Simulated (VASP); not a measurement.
# WC (Fm-3m) in VASP: notebook

WC is run at these levels: LDA; tasks: single point.

Everything below comes from runs of VASP 6.6.1. Logs are shortened: lines on timing, memory, paths and dates and some standing lists are left out, and cuts for length are marked.

**1. The cell of the first run**

It takes space group Fm-3m (No. 225, cubic). Conventional cell: a = 4.265 Å, b = 4.265 Å, c = 4.265 Å, α = 90.00°, β = 90.00°, γ = 90.00°. Within 2.8 Å of W (site symmetry m-3m) lie 6 C at 2.13 Å. Within 2.8 Å of C (site symmetry m-3m) lie 6 W at 2.13 Å.

**2. Single point, LDA**

Contents of INCAR:

```
PREC = Accurate
ENCUT = 520
EDIFF = 1E-6
ISMEAR = 1
SIGMA = 0.1
LREAL = F
LASPH = T
NELM = 100
ALGO = Normal
ISIF = 2
LWAVE = F
LCHARG = F
NBANDS = 16
```

Contents of KPOINTS:

```
Automatic mesh
0
Gamma
  11 11 11
```

Contents of POSCAR:

```
WC
1.0
    0.0000000000      2.1325799578      2.1325799578
    2.1325799578      0.0000000000      2.1325799578
    2.1325799578      2.1325799578      0.0000000000
W C
1 1
Direct
    0.0000000000      0.0000000000      0.0000000000
    0.5000000000      0.5000000000      0.5000000000
```

Potentials or basis: VASP PAW LDA potentials, release 64 (W_sv, C).

Run with:

```sh
$ cat potpaw_LDA.64/W_sv/POTCAR potpaw_LDA.64/C/POTCAR > POTCAR
$ mpirun -np 1 vasp_std > vasp.out
```

OUTCAR:

```text
PREC = Accurate
   ENCUT = 520
   EDIFF = 1E-6
   ISMEAR = 1
   LREAL = F
   LASPH = T
   NELM = 100
   ISIF = 2

 ion  position               nearest neighbor table
   1  0.000  0.000  0.000-   2 2.13   2 2.13   2 2.13   2 2.13   2 2.13   2 2.13
   2  0.500  0.500  0.500-   1 2.13   1 2.13   1 2.13   1 2.13   1 2.13   1 2.13

  LATTYP: Found a face centered cubic cell.
 ALAT       =     4.2651599156

  Lattice vectors:

 A1 = (   0.0000000000,   2.1325799578,   2.1325799578)
 A2 = (   2.1325799578,   0.0000000000,   2.1325799578)
 A3 = (   2.1325799578,   2.1325799578,   0.0000000000)

Analysis of symmetry for initial positions (statically):
=====================================================================
 Subroutine PRICEL returns:
 Original cell was already a primitive cell.

 Routine SETGRP: Setting up the symmetry group for a
 face centered cubic supercell.

 Subroutine GETGRP returns: Found 48 space group operations
 (whereof 48 operations were pure point group operations)
 out of a pool of 48 trial point group operations.

The static configuration has the point symmetry O_h .

Analysis of symmetry for dynamics (positions and initial velocities):
=====================================================================
 Subroutine PRICEL returns:
 Original cell was already a primitive cell.

 Routine SETGRP: Setting up the symmetry group for a
 face centered cubic supercell.

 Subroutine GETGRP returns: Found 48 space group operations
 (whereof 48 operations were pure point group operations)
 out of a pool of 48 trial point group operations.

The dynamic configuration has the point symmetry O_h .

 Subroutine INISYM returns: Found 48 space group operations
 (whereof 48 operations are pure point group operations),
 and found     1 'primitive' translations

----------------------------------------------------------------------------------------

                                     Primitive cell

  volume of cell :      19.3975

  direct lattice vectors                    reciprocal lattice vectors
     0.000000000  2.132579958  2.132579958    -0.234457798  0.234457798  0.234457798
     2.132579958  0.000000000  2.132579958     0.234457798 -0.234457798  0.234457798
     2.132579958  2.132579958  0.000000000     0.234457798  0.234457798 -0.234457798

  length of vectors
     3.015923499  3.015923499  3.015923499     0.406092818  0.406092818  0.406092818

  position of ions in fractional coordinates (direct lattice)
     0.000000000  0.000000000  0.000000000
     0.500000000  0.500000000  0.500000000

[... 77 lines left out ...]
   LREAL  =      F    real-space projection
   EDIFFG = 0.1E-04   stopping-criterion for IOM
   NSW    =      0    number of steps for IOM
   IBRION =     -1    ionic relax: 0-MD 1-quasi-New 2-CG
   NFREE  =      0    steps in history (QN), initial steepest desc. (CG)
   ISIF   =      2    stress and relaxation
   ISYM   =      2    0-nonsym 1-usesym 2-fastsym
   POTIM  = 0.5000    time-step for ionic-motion
   TEBEG  =    0.0;   TEEND  =   0.0 temperature during run
   PSTRESS=    0.0 pullay stress
   NELECT =      18.0000    total number of electrons
   NUPDOWN=      -1.0000    fix difference up-down
   EMIN   =  10.00;   EMAX   =-10.00  energy-range for DOS
   EFERMI =   0.00;   METHOD = LEGACY
   ISMEAR =     1;   SIGMA  =   0.10  broadening in eV -4-tet -1-fermi 0-gaus
   EFERMI_NEDOS =   21; number of points for ismear=-14 and -15
   IALGO  =     38    algorithm
   IMIX   =      4    mixing-type and parameters
     AMIX     =   0.40;   BMIX     =  1.00
     AMIX_MAG =   1.60;   BMIX_MAG =  1.00
  volume/ion in A,a.u.               =       9.70        65.45
  Fermi-wavevector in a.u.,A,eV,Ry     =   1.596799  3.017513 34.691701  2.549768
  Thomas-Fermi vector in A             =   2.694505
   LORBIT       =      0    0 simple, 1 ext, 2 COOP (PROOUT), +10 PAW based schemes
   GGA     = CA    functional components
   LHFCALC =     F    Hartree Fock is set to
   AEXX    =    0.0000 exact exchange contribution
   IVDW    =     0    specifies the selected vdW correction
   LEPSILON=     F    determine dielectric tensor
   LRPA    =     F    only Hartree local field effects (RPA)
 non-spin polarized calculation
 Methfessel and Paxton  Order N= 1 SIGMA  =   0.10
  energy-cutoff  :      520.00
  volume of cell :       19.40
 maximum number of plane-waves:       534
   NGX = 11   NGY = 11   NGZ = 11

 number of electron      18.0000000 magnetization

 Free energy of the ion-electron system (eV)
  ---------------------------------------------------
  ext. energy  EPLUGINS =         0.00000000
  ---------------------------------------------------
  free energy    TOTEN  =       -23.73645852 eV

  energy without entropy =      -23.73737545  energy(sigma->0) =      -23.73676416

 E-fermi :  13.6179     XC(G=0): -14.3571

 val. band max:       13.5972236213   @ k =  -0.2727   0.4545   0.1818
 cond. band min:      13.6322347446   @ k =   0.2727   0.2727   0.0000
 fundamental gap:      0.0350111233
 Fermi energy:        13.6178960321

 k-point     1 :       0.0000    0.0000    0.0000
  band No.  band energies     occupation
      1     -61.3029      2.00000
      2     -25.5428      2.00000
      3     -25.5428      2.00000
      4     -25.5428      2.00000
      5      -2.7300      2.00000
      6      10.5256      2.00000
[... 433 lines left out ...]
      3     -25.7275      2.00000
      4     -25.5808      2.00000
      5      -0.3449      2.00000
      6       6.2628      2.00000
[... 8 lines left out ...]
     15      27.0415      0.00000
     16      28.3258      0.00000

 [... further k-points ...]

------------------------ aborting loop because EDIFF is reached ----------------------------------------

  FORCE on cell =-STRESS in cart. coord.  units (eV):
  Direction    XX          YY          ZZ          XY          YZ          ZX
  --------------------------------------------------------------------------------------
  -------------------------------------------------------------------------------------
  Total        2.4929345      2.4929345      2.4929345     -0.0000000     -0.0000000     -0.0000000
  in kB      205.9090747    205.9090747    205.9090747     -0.0000000     -0.0000000     -0.0000000
  external PRESSURE =     205.9090747 kB  Pullay stress =       0.0000000 kB

 VOLUME and BASIS-vectors are now :
 -----------------------------------------------------------------------------
  energy-cutoff  :      520.00
  volume of cell :       19.40
      direct lattice vectors                 reciprocal lattice vectors
     0.000000000  2.132579958  2.132579958    -0.234457798  0.234457798  0.234457798
     2.132579958  0.000000000  2.132579958     0.234457798 -0.234457798  0.234457798
     2.132579958  2.132579958  0.000000000     0.234457798  0.234457798 -0.234457798

 POSITION                                       TOTAL-FORCE (eV/Angst)
 -----------------------------------------------------------------------------------
      0.00000      0.00000      0.00000        -0.000000      0.000000     -0.000000
      2.13258      2.13258      2.13258         0.000000      0.000000      0.000000
 -----------------------------------------------------------------------------------
    total drift:                                0.000000     -0.000000     -0.000000

  FREE ENERGIE OF THE ION-ELECTRON SYSTEM (eV)
  ---------------------------------------------------
  free  energy   TOTEN  =       -23.7364585178 eV

  energy  without entropy=      -23.7373754463  energy(sigma->0) =      -23.73676416
```

Wall time 5.1 s (1 thread of Intel Xeon 6975P-C (Granite Rapids), shared host); peak memory 0.13 GiB.

Results:

```
Free energy            : -23.7365 eV
Pressure               : 20.6 GPa
Band gap on the k mesh : zero (band 9 reaches 14.69 eV, above the bottom of band 10 at 11.23 eV)
```

Caveat: spin-orbit coupling is left out, which moves the levels of the heavy elements.

**3. Single point, LDA**

This run uses another cell than the first one, of 9.98 Å³/atom, 1.029 times its volume.

Contents of INCAR:

```
SYSTEM = WC
ALGO = Normal
EDIFF = 1E-7
ENCUT = 520
GGA = CA
ISIF = 2
ISMEAR = 1
LASPH = .TRUE.
LCHARG = .FALSE.
LREAL = .FALSE.
LWAVE = .FALSE.
NBANDS = 16
NELM = 80
PREC = Accurate
SIGMA = 0.1
```

Contents of KPOINTS:

```
k-points
0
G
  11 11 11
  0 0 0
```

Contents of POSCAR:

```
WC
1.0
    0.0000000000      2.1529886616      2.1529886616
    2.1529886616      0.0000000000      2.1529886616
    2.1529886616      2.1529886616      0.0000000000
W C
1 1
Direct
    0.0000000000      0.0000000000      0.0000000000
    0.5000000000      0.5000000000      0.5000000000
```

Potentials or basis: VASP PAW LDA potentials, release 64 (W_sv, C).

Run with:

```sh
$ cat potpaw_LDA.64/W_sv/POTCAR potpaw_LDA.64/C/POTCAR > POTCAR
$ mpirun -np 1 vasp_std > vasp.out
```

OUTCAR:

```text
SYSTEM = WC
   EDIFF = 1E-7
   ENCUT = 520
   GGA = CA
   ISIF = 2
   ISMEAR = 1
   LASPH = .TRUE.
   LREAL = .FALSE.
   NELM = 80
   PREC = Accurate

 ion  position               nearest neighbor table
   1  0.000  0.000  0.000-   2 2.15   2 2.15   2 2.15   2 2.15   2 2.15   2 2.15
   2  0.500  0.500  0.500-   1 2.15   1 2.15   1 2.15   1 2.15   1 2.15   1 2.15

  LATTYP: Found a face centered cubic cell.
 ALAT       =     4.3059773232

  Lattice vectors:

[... 644 lines left out ...]

  FORCE on cell =-STRESS in cart. coord.  units (eV):
  Direction    XX          YY          ZZ          XY          YZ          ZX
  --------------------------------------------------------------------------------------
  -------------------------------------------------------------------------------------
  Total        0.9193338      0.9193338      0.9193338      0.0000000      0.0000000      0.0000000
  in kB       73.7952828     73.7952828     73.7952828      0.0000000      0.0000000      0.0000000
  external PRESSURE =      73.7952828 kB  Pullay stress =       0.0000000 kB

 VOLUME and BASIS-vectors are now :
 -----------------------------------------------------------------------------
  energy-cutoff  :      520.00
  volume of cell :       19.96
      direct lattice vectors                 reciprocal lattice vectors
     0.000000000  2.152988662  2.152988662    -0.232235315  0.232235315  0.232235315
     2.152988662  0.000000000  2.152988662     0.232235315 -0.232235315  0.232235315
     2.152988662  2.152988662  0.000000000     0.232235315  0.232235315 -0.232235315

 POSITION                                       TOTAL-FORCE (eV/Angst)
 -----------------------------------------------------------------------------------
      0.00000      0.00000      0.00000        -0.000000     -0.000000     -0.000000
      2.15299      2.15299      2.15299         0.000000      0.000000      0.000000
 -----------------------------------------------------------------------------------
    total drift:                                0.000000     -0.000000     -0.000000

  FREE ENERGIE OF THE ION-ELECTRON SYSTEM (eV)
  ---------------------------------------------------
  free  energy   TOTEN  =       -23.7853987312 eV

  energy  without entropy=      -23.7862087614  energy(sigma->0) =      -23.78566874
```

It took 5.2 s on 1 thread of Intel Xeon 6975P-C (Granite Rapids), shared host; peak memory 0.14 GiB.

What came out:

```yaml
Free_energy: -23.7854 eV
Pressure: 7.4 GPa
Band_gap_on_the_k_mesh: zero (band 9 reaches 14.16 eV, above the bottom of band 10 at 10.85 eV)
```

Caveat: spin-orbit coupling is left out, which moves the levels of the heavy elements.
